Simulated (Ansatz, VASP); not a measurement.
# LiBiSe2: VASP beside Ansatz

Contents of INCAR:

```
ALGO     = Normal         # electronic algorithm
EDIFF    = 1E-6           # SCF threshold, eV
ENCUT    = 520            # plane-wave cutoff, eV
GGA      = PE             # functional
ISIF     = 2              # what is computed and relaxed
ISMEAR   = 0              # smearing method
LASPH    = T              # aspherical terms in the spheres
LCHARG   = F              # write CHGCAR
LREAL    = F              # projectors in reciprocal space
LWAVE    = F              # write WAVECAR
NBANDS   = 23             # bands
NELM     = 100            # most SCF steps
PREC     = Accurate       # precision mode
SIGMA    = 0.01           # smearing width, eV
```

File KPOINTS:

```
k-points
0
Gamma
  6 6 6
```

File POSCAR:

```
LiBiSe2
1.0
    2.0275961614      1.1706331896      6.4865896974
   -2.0275961614      1.1706331896      6.4865896974
    0.0000000000     -2.3412663792      6.4865896974
Li Bi Se
1 1 2
Direct
    1.0000000000      0.0000000000      0.0000000000
    0.5000000000      0.5000000000      0.5000000000
    0.2550503263      0.2550503263      0.2550503263
    0.7449496737      0.7449496737      0.7449496737
```

Input for Ansatz:

```yaml
crystal:
  lattice:
    - [2.0275961614, 1.1706331896, 6.4865896974]
    - [-2.0275961614, 1.1706331896, 6.4865896974]
    - [0.0, -2.3412663792, 6.4865896974]
  atoms:
    - { symbol: Li, position: [1.0, 0.0, 0.0] }
    - { symbol: Bi, position: [0.5, 0.5, 0.5] }
    - { symbol: Se, position: [0.2550503263, 0.2550503263, 0.2550503263] }
    - { symbol: Se, position: [0.7449496737, 0.7449496737, 0.7449496737] }
kpoints:
  mp_grid: { grid: [6, 6, 6] }
hamiltonian:
  xc: pbe
scf:
  occupations: { method: fixed }
  n_extra_bands: 5
output:
  forces: true
  stress: true
  eigenvalues: true
```

Alike in both runs: task single point; functional PBE; k mesh 6 × 6 × 6; no spin polarisation.

|  | VASP | Ansatz |
| --- | --- | --- |
| version | VASP 6.6.1 | Ansatz 0.2.0 |
| potentials or method | VASP PAW PBE potentials, release 64 (Li_sv, Bi_d, Se) | plane waves, PAW |
| plane-wave cutoff (eV) | 520 | 420 |
| occupations | gaussian, width 0.01 eV | fixed |
| valence electrons in the cell | 30 | 50 |

```csv
,VASP,Ansatz,Ansatz less VASP
gap on the k mesh at the Fermi level (eV),1.03,1.03,-0.004
rms of the force components (eV/Å),0.157,0.155,-0.0024
```

Atom by atom the forces differ by 0.002 eV/Å (rms over components). VASP's potentials hold 30 valence electrons a cell and Ansatz's 50, so a difference there can come from the potentials and not from the codes.

Neither program's run includes spin-orbit coupling. Noted on VASP's run: the cutoff is short for stress, so the pressure is rough.
